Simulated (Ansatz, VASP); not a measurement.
# One calculation of LiH, two programs

```
CELL_PARAMETERS angstrom
0.00000 2.03250 2.03250
2.03250 0.00000 2.03250
2.03250 2.03250 0.00000
ATOMIC_POSITIONS crystal
Li 0.00000 0.00000 0.00000
H 0.51775 0.51775 0.51775
```

Change from the starting cell: all H atoms moved +0.125 Å, as atom 2 along Cartesian [1 1 1].

Alike in both runs: task single point; functional PBE; k mesh 10 × 10 × 10; occupations gaussian, width 0.05 eV; no spin polarisation.

```csv
,VASP,Ansatz
version,VASP 6.6.1,Ansatz 0.2.0
potentials or method,"VASP PAW PBE potentials, release 64 (Li_sv, H), cutoff 750 eV","scalar-relativistic, plane waves, PAW"
valence electrons in the cell,4,4
```

Ansatz gave:

| Property | Result |
| --- | --- |
| gap on the k mesh at the Fermi level (eV) | 3.10 |
| least direct gap on the mesh (eV) | 3.10 |
| pressure (GPa) | -1.2 |
| rms of the force components (eV/Å) | 0.068 |

Q: Which values does VASP return?

A: gap on the k mesh at the Fermi level (eV): 3.10; least direct gap on the mesh (eV): 3.10; pressure (GPa): -1.4; rms of the force components (eV/Å): 0.068.

Atom by atom the forces differ by 0.000 eV/Å (rms over components).
